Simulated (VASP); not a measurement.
# AlN (Fm-3m) in VASP: further runs

AlN is run at these levels: PBE; tasks: single point.

All numbers are computed with VASP 6.6.1; they aren't measurements. Logs are shortened: lines on timing, memory, paths and dates and some standing lists are left out, and cuts for length are marked.

## (1) The cell of the first run

It takes space group Fm-3m (No. 225, cubic). The conventional cell has a = 3.898 Å, b = 3.898 Å, c = 3.898 Å, α = 90.00°, β = 90.00°, γ = 90.00°. Within 2.6 Å of Al (site symmetry m-3m) lie 6 N at 1.95 Å. N (site symmetry m-3m) has 6 Al at 1.95 Å within 2.6 Å.

## (2) Single point, PBE (volume changed by -10%)

File INCAR:

```
SYSTEM = AlN
  ALGO = Normal
  EDIFF = 1E-6
  ENCUT = 520
  GGA = PE
  ISIF = 2
  ISMEAR = 0
  LASPH = .True.
  LCHARG = .True.
  LELF = .True.
  LREAL = .False.
  LVHAR = .True.
  LWAVE = .False.
  NBANDS = 11
  NELM = 80
  PREC = Accurate
  SIGMA = 0.01
```

File KPOINTS:

```
k-points
0
Gamma
  6 6 6
  0 0 0
```

File POSCAR:

```
AlN
1.0
    0.0000000000      1.9491960918      1.9491960918
    1.9491960918      0.0000000000      1.9491960918
    1.9491960918      1.9491960918      0.0000000000
Al N
1 1
Direct
    0.0000000000      0.0000000000      0.0000000000
    0.5000000000      0.5000000000      0.5000000000
```

Potentials or basis: VASP PAW PBE potentials, release 64 (Al, N).

On the command line:

```sh
cat potpaw_PBE.64/Al/POTCAR potpaw_PBE.64/N/POTCAR > POTCAR
mpirun -np 1 vasp_std > vasp.out
```

OUTCAR:

```text
SYSTEM = AlN
   EDIFF = 1E-6
   ENCUT = 520
   GGA = PE
   ISIF = 2
   ISMEAR = 0
   LASPH = .True.
   LREAL = .False.
   NELM = 80
   PREC = Accurate

 ion  position               nearest neighbor table
   1  0.000  0.000  0.000-   2 1.95   2 1.95   2 1.95   2 1.95   2 1.95   2 1.95
   2  0.500  0.500  0.500-   1 1.95   1 1.95   1 1.95   1 1.95   1 1.95   1 1.95

  LATTYP: Found a face centered cubic cell.
 ALAT       =     3.8983921836

  Lattice vectors:

 A1 = (   0.0000000000,   1.9491960918,   1.9491960918)
 A2 = (   1.9491960918,   0.0000000000,   1.9491960918)
 A3 = (   1.9491960918,   1.9491960918,   0.0000000000)

Analysis of symmetry for initial positions (statically):
=====================================================================
 Subroutine PRICEL returns:
 Original cell was already a primitive cell.

 Routine SETGRP: Setting up the symmetry group for a
 face centered cubic supercell.

 Subroutine GETGRP returns: Found 48 space group operations
 (whereof 48 operations were pure point group operations)
 out of a pool of 48 trial point group operations.

The static configuration has the point symmetry O_h .

Analysis of symmetry for dynamics (positions and initial velocities):
=====================================================================
 Subroutine PRICEL returns:
 Original cell was already a primitive cell.

 Routine SETGRP: Setting up the symmetry group for a
 face centered cubic supercell.

 Subroutine GETGRP returns: Found 48 space group operations
 (whereof 48 operations were pure point group operations)
 out of a pool of 48 trial point group operations.

The dynamic configuration has the point symmetry O_h .

 Subroutine INISYM returns: Found 48 space group operations
 (whereof 48 operations are pure point group operations),
 and found     1 'primitive' translations

----------------------------------------------------------------------------------------

                                     Primitive cell

  volume of cell :      14.8114

  direct lattice vectors                    reciprocal lattice vectors
     0.000000000  1.949196092  1.949196092    -0.256516008  0.256516008  0.256516008
     1.949196092  0.000000000  1.949196092     0.256516008 -0.256516008  0.256516008
     1.949196092  1.949196092  0.000000000     0.256516008  0.256516008 -0.256516008

  length of vectors
     2.756579549  2.756579549  2.756579549     0.444298759  0.444298759  0.444298759

  position of ions in fractional coordinates (direct lattice)
     0.000000000  0.000000000  0.000000000
     0.500000000  0.500000000  0.500000000
[... 78 lines left out ...]
   PSTRESS=    0.0 pullay stress
   NELECT =       8.0000    total number of electrons
   NUPDOWN=      -1.0000    fix difference up-down
   EMIN   =  10.00;   EMAX   =-10.00  energy-range for DOS
   EFERMI =   0.00;   METHOD = LEGACY
   ISMEAR =     0;   SIGMA  =   0.01  broadening in eV -4-tet -1-fermi 0-gaus
   EFERMI_NEDOS =   21; number of points for ismear=-14 and -15
   IALGO  =     38    algorithm
   IMIX   =      4    mixing-type and parameters
     AMIX     =   0.40;   BMIX     =  1.00
     AMIX_MAG =   1.60;   BMIX_MAG =  1.00
  volume/ion in A,a.u.               =       7.41        49.98
  Fermi-wavevector in a.u.,A,eV,Ry     =   1.333233  2.519445 24.184485  1.777509
  Thomas-Fermi vector in A             =   2.462107
   LORBIT       =      0    0 simple, 1 ext, 2 COOP (PROOUT), +10 PAW based schemes
   GGA     = PE    functional components
   LHFCALC =     F    Hartree Fock is set to
   AEXX    =    0.0000 exact exchange contribution
   IVDW    =     0    specifies the selected vdW correction
   LEPSILON=     F    determine dielectric tensor
   LRPA    =     F    only Hartree local field effects (RPA)
 non-spin polarized calculation
 Gauss-broadening in eV      SIGMA  =   0.01
  energy-cutoff  :      520.00
  volume of cell :       14.81
 maximum number of plane-waves:       411
 NGX is ok and might be reduce to    24
   NGX = 11   NGY = 11   NGZ = 11

 number of electron       8.0000001 magnetization

 Free energy of the ion-electron system (eV)
  ---------------------------------------------------
  ext. energy  EPLUGINS =         0.00000000
  ---------------------------------------------------
  free energy    TOTEN  =       -14.30063024 eV

  energy without entropy =      -14.30063024  energy(sigma->0) =      -14.30063024

 E-fermi :  11.5012     XC(G=0): -12.8073

 val. band max:       11.4553870492   @ k =   0.0000   0.0000   0.0000
 cond. band min:      16.5455330521   @ k =   0.5000   0.5000   0.0000
 fundamental gap:      5.0901460029
 Fermi energy:        11.5012021323

 k-point     1 :       0.0000    0.0000    0.0000
  band No.  band energies     occupation
      1      -7.1368      2.00000
      2      11.4554      2.00000
      3      11.4554      2.00000
      4      11.4554      2.00000
      5      18.8031      0.00000
      6      23.9647      0.00000
      7      23.9647      0.00000
      8      23.9647      0.00000
      9      29.4120      0.00000
     10      30.0585      0.00000
     11      30.0585      0.00000
[... 197 lines left out ...]
 k-point    16 :      -0.3333    0.5000    0.1667
  band No.  band energies     occupation
      1      -2.1381      2.00000
      2       4.1319      2.00000
      3       6.4076      2.00000
      4       7.4966      2.00000
      5      19.5530      0.00000
      6      19.9829      0.00000
      7      25.1246      0.00000
      8      26.5871      0.00000
      9      31.2109      0.00000
     10      34.5903      0.00000
     11      38.2016      0.00000

------------------------ aborting loop because EDIFF is reached ----------------------------------------

  FORCE on cell =-STRESS in cart. coord.  units (eV):
  Direction    XX          YY          ZZ          XY          YZ          ZX
  --------------------------------------------------------------------------------------
  -------------------------------------------------------------------------------------
  Total        3.8693819      3.8693819      3.8693819      0.0000000      0.0000000     -0.0000000
  in kB      418.5579388    418.5579388    418.5579388      0.0000000      0.0000000     -0.0000000
  external PRESSURE =     418.5579388 kB  Pullay stress =       0.0000000 kB

 VOLUME and BASIS-vectors are now :
 -----------------------------------------------------------------------------
  energy-cutoff  :      520.00
  volume of cell :       14.81
      direct lattice vectors                 reciprocal lattice vectors
     0.000000000  1.949196092  1.949196092    -0.256516008  0.256516008  0.256516008
     1.949196092  0.000000000  1.949196092     0.256516008 -0.256516008  0.256516008
     1.949196092  1.949196092  0.000000000     0.256516008  0.256516008 -0.256516008

 POSITION                                       TOTAL-FORCE (eV/Angst)
 -----------------------------------------------------------------------------------
      0.00000      0.00000      0.00000        -0.000000     -0.000000      0.000000
      1.94920      1.94920      1.94920         0.000000      0.000000     -0.000000
 -----------------------------------------------------------------------------------
    total drift:                               -0.000000     -0.000000      0.000000

  FREE ENERGIE OF THE ION-ELECTRON SYSTEM (eV)
  ---------------------------------------------------
  free  energy   TOTEN  =       -14.3006302359 eV

  energy  without entropy=      -14.3006302359  energy(sigma->0) =      -14.30063024
```

stdout:

```text
POSCAR found type information on POSCAR AlN
 POSCAR found :  2 types and       2 ions
 scaLAPACK will be used
 LDA part: xc-table for (Slater+PW92), standard interpolation
 POSCAR, INCAR and KPOINTS ok, starting setup
 FFT: planning ... GRIDC
 FFT: planning ... GRID_SOFT
 FFT: planning ... GRID
 WAVECAR not read
 entering main loop
```

Run time: 4.3 s. Hardware: 1 thread of Intel Xeon 6975P-C, shared host; peak memory 0.13 GiB.

What came out:

```yaml
Free_energy: -14.3006 eV
Pressure: 41.9 GPa
Band_gap_on_the_k_mesh: 5.09 eV, indirect (least direct gap 7.35 eV)
```

Levels at points of the mesh, in eV from the valence-band top:
```
           k point  band 1  band 2  band 3  band 4  band 5  band 6  band 7  band 8  band 9
(0.00, 0.00, 0.00)  -18.59    0.00    0.00    0.00    7.35   12.51   12.51   12.51   17.96
(0.50, 0.00, 0.00)  -14.88   -9.04   -1.30   -1.30    6.85   11.91   11.91   14.95   17.41
(0.50, 0.50, 0.00)  -13.74   -8.15   -3.09   -3.09    5.09    5.71   15.44   19.05   19.05
```

Caveat: the k points lie up to 0.47 Å⁻¹ apart.

[end of part 1 of 2]
